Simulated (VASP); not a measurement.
# Mg (Fd-3m) in VASP: notebook

Runs on Mg. Level: LDA. Tasks: single point.

Program: VASP 6.6.1. These are calculated values, not measurements. Logs are shortened: lines on timing, memory, paths and dates and some standing lists are left out, and cuts for length are marked.

## Step 1: The cell of the first run

It takes space group Fd-3m (No. 227, cubic). The conventional cell has a = 4.934 Å, b = 4.934 Å, c = 4.934 Å, α = 90.00°, β = 90.00°, γ = 90.00°. Mg (site symmetry -43m) has 4 Mg at 2.14 Å within 2.8 Å.

This isn't the form of Mg at room conditions, which is hcp.

## Step 2: Single point, LDA

INCAR

```
SYSTEM = Mg
ALGO = Normal
EDIFF = 1E-6
ENCUT = 520
GGA = CA
ISIF = 2
ISMEAR = -1
LASPH = .TRUE.
LCHARG = .FALSE.
LREAL = .FALSE.
LWAVE = .FALSE.
NBANDS = 9
NELM = 60
PREC = Accurate
SIGMA = 0.08
```

KPOINTS

```
k-points
0
G
  12 12 12
  0 0 0
```

POSCAR

```
Mg
1.0
    0.0000000000      2.4671728140      2.4671728140
    2.4671728140      0.0000000000      2.4671728140
    2.4671728140      2.4671728140      0.0000000000
Mg
2
Direct
   -0.1250000000     -0.1250000000     -0.1250000000
    0.1250000000      0.1250000000      0.1250000000
```

Potentials or basis: VASP PAW LDA potentials, release 64 (Mg).

On the command line:

```console
$ cat potpaw_LDA.64/Mg/POTCAR > POTCAR
$ mpirun -np 1 vasp_std > vasp.out
```

OUTCAR:

```text
SYSTEM = Mg
   EDIFF = 1E-6
   ENCUT = 520
   GGA = CA
   ISIF = 2
   ISMEAR = -1
   LASPH = .TRUE.
   LREAL = .FALSE.
   NELM = 60
   PREC = Accurate

 ion  position               nearest neighbor table
   1  0.875  0.875  0.875-   2 2.14   2 2.14   2 2.14   2 2.14
   2  0.125  0.125  0.125-   1 2.14   1 2.14   1 2.14   1 2.14

  LATTYP: Found a face centered cubic cell.
 ALAT       =     4.9343456280

  Lattice vectors:

 A1 = (   0.0000000000,   2.4671728140,   2.4671728140)
 A2 = (   2.4671728140,   0.0000000000,   2.4671728140)
 A3 = (   2.4671728140,   2.4671728140,   0.0000000000)

Analysis of symmetry for initial positions (statically):
=====================================================================
 Subroutine PRICEL returns:
 Original cell was already a primitive cell.

 Routine SETGRP: Setting up the symmetry group for a
 face centered cubic supercell.

 Subroutine GETGRP returns: Found 48 space group operations
 (whereof 12 operations were pure point group operations)
 out of a pool of 48 trial point group operations.

The static configuration has the point symmetry D_3d.
 The point group associated with its full space group is O_h .

Analysis of symmetry for dynamics (positions and initial velocities):
=====================================================================
 Subroutine PRICEL returns:
 Original cell was already a primitive cell.

 Routine SETGRP: Setting up the symmetry group for a
 face centered cubic supercell.

 Subroutine GETGRP returns: Found 48 space group operations
 (whereof 12 operations were pure point group operations)
 out of a pool of 48 trial point group operations.

The dynamic configuration has the point symmetry D_3d.
 The point group associated with its full space group is O_h .

 Subroutine INISYM returns: Found 48 space group operations
 (whereof 12 operations are pure point group operations),
 and found     1 'primitive' translations

----------------------------------------------------------------------------------------

                                     Primitive cell

  volume of cell :      30.0351

  direct lattice vectors                    reciprocal lattice vectors
     0.000000000  2.467172814  2.467172814    -0.202661118  0.202661118  0.202661118
     2.467172814  0.000000000  2.467172814     0.202661118 -0.202661118  0.202661118
     2.467172814  2.467172814  0.000000000     0.202661118  0.202661118 -0.202661118

  length of vectors
     3.489109254  3.489109254  3.489109254     0.351019353  0.351019353  0.351019353

  position of ions in fractional coordinates (direct lattice)
     0.875000000  0.875000000  0.875000000
     0.125000000  0.125000000  0.125000000
[... 85 lines left out ...]
   POTIM  = 0.5000    time-step for ionic-motion
   TEBEG  =    0.0;   TEEND  =   0.0 temperature during run
   PSTRESS=    0.0 pullay stress
   NELECT =       4.0000    total number of electrons
   NUPDOWN=      -1.0000    fix difference up-down
   EMIN   =  10.00;   EMAX   =-10.00  energy-range for DOS
   EFERMI =   0.00;   METHOD = LEGACY
   ISMEAR =    -1;   SIGMA  =   0.08  broadening in eV -4-tet -1-fermi 0-gaus
   EFERMI_NEDOS =   21; number of points for ismear=-14 and -15
   IALGO  =     38    algorithm
   IMIX   =      4    mixing-type and parameters
     AMIX     =   0.40;   BMIX     =  1.00
     AMIX_MAG =   1.60;   BMIX_MAG =  1.00
  volume/ion in A,a.u.               =      15.02       101.34
  Fermi-wavevector in a.u.,A,eV,Ry     =   0.836024  1.579856  9.509597  0.698936
  Thomas-Fermi vector in A             =   1.949679
   LORBIT       =      0    0 simple, 1 ext, 2 COOP (PROOUT), +10 PAW based schemes
   GGA     = CA    functional components
   LHFCALC =     F    Hartree Fock is set to
   AEXX    =    0.0000 exact exchange contribution
   IVDW    =     0    specifies the selected vdW correction
   LEPSILON=     F    determine dielectric tensor
   LRPA    =     F    only Hartree local field effects (RPA)
 non-spin polarized calculation
  energy-cutoff  :      520.00
  volume of cell :       30.04
 maximum number of plane-waves:       869
 NGX is ok and might be reduce to    28
   NGX = 13   NGY = 13   NGZ = 13

 number of electron       4.0000000 magnetization

 Free energy of the ion-electron system (eV)
  ---------------------------------------------------
  ext. energy  EPLUGINS =         0.00000000
  ---------------------------------------------------
  free energy    TOTEN  =         2.30316692 eV

  energy without entropy =        2.31794023  energy(sigma->0) =        2.31055358

 E-fermi :   5.2157     XC(G=0): -10.0816

 val. band max:        5.1546725502   @ k =  -0.3333   0.4167   0.1667
 cond. band min:       5.3174636140   @ k =   0.5000   0.3333   0.1667
 fundamental gap:      0.1627910638
 Fermi energy:         5.2157094356

 k-point     1 :       0.0000    0.0000    0.0000
  band No.  band energies     occupation
      1      -3.6800      2.00000
      2      11.5940      0.00000
      3      11.5940      0.00000
      4      11.5940      0.00000
      5      12.2440      0.00000
      6      12.2440      0.00000
      7      12.2440      0.00000
      8      15.3553      0.00000
      9      15.3553      0.00000
[... 265 lines left out ...]
 k-point    24 :      -0.4167    0.1667    0.0000
  band No.  band energies     occupation
      1       0.7868      2.00000
      2       1.7495      2.00000
      3       7.1914      0.00000
      4       9.0952      0.00000
      5      10.7080      0.00000
      6      13.1633      0.00000
      7      15.7032      0.00000
      8      17.5266      0.00000
      9      18.0345      0.00000

 [... further k-points ...]

------------------------ aborting loop because EDIFF is reached ----------------------------------------

  FORCE on cell =-STRESS in cart. coord.  units (eV):
  Direction    XX          YY          ZZ          XY          YZ          ZX
  --------------------------------------------------------------------------------------
  -------------------------------------------------------------------------------------
  Total       11.6553076     11.6553076     11.6553076      0.0000000      0.0000000     -0.0000000
  in kB      621.7354237    621.7354237    621.7354237      0.0000000      0.0000000     -0.0000000
  external PRESSURE =     621.7354237 kB  Pullay stress =       0.0000000 kB

 VOLUME and BASIS-vectors are now :
 -----------------------------------------------------------------------------
  energy-cutoff  :      520.00
  volume of cell :       30.04
      direct lattice vectors                 reciprocal lattice vectors
     0.000000000  2.467172814  2.467172814    -0.202661118  0.202661118  0.202661118
     2.467172814  0.000000000  2.467172814     0.202661118 -0.202661118  0.202661118
     2.467172814  2.467172814  0.000000000     0.202661118  0.202661118 -0.202661118

 POSITION                                       TOTAL-FORCE (eV/Angst)
 -----------------------------------------------------------------------------------
      4.31755      4.31755      4.31755        -0.000000     -0.000000     -0.000000
      0.61679      0.61679      0.61679         0.000000      0.000000      0.000000
 -----------------------------------------------------------------------------------
    total drift:                               -0.000000     -0.000000      0.000000

  FREE ENERGIE OF THE ION-ELECTRON SYSTEM (eV)
  ---------------------------------------------------
  free  energy   TOTEN  =         2.3031669205 eV

  energy  without entropy=        2.3179402303  energy(sigma->0) =        2.31055358
```

stdout:

```text
POSCAR found type information on POSCAR Mg
 POSCAR found :  1 types and       2 ions
 scaLAPACK will be used
 LDA part: xc-table for (Slater(with rela. corr.)+CA(PZ))
 , standard interpolation
 POSCAR, INCAR and KPOINTS ok, starting setup
 FFT: planning ... GRIDC
 FFT: planning ... GRID_SOFT
 FFT: planning ... GRID
 WAVECAR not read
 entering main loop
```

Run time: 15 s. Hardware: 1 thread of AMD EPYC 7R43 (Zen 3), shared host; peak memory 0.11 GiB.

What came out:

```yaml
Free_energy: 2.3032 eV
Pressure: 62.2 GPa
Band_gap_on_the_k_mesh: zero (bands 2 and 3 overlap by 8.50 eV)
```

Levels at points of the mesh, in eV from the Fermi level:
```
           k point  band 1  band 2  band 3  band 4  band 5
(0.00, 0.00, 0.00)   -8.90    6.38    6.38    6.38    7.03
(0.50, 0.00, 0.00)   -4.44   -4.33    5.36    5.36    5.69
(0.50, 0.50, 0.00)   -2.96   -2.96    1.94    1.94    3.31
```

Caveat: the cell stands under pressure.

(Part 1 of 2 ends here.)
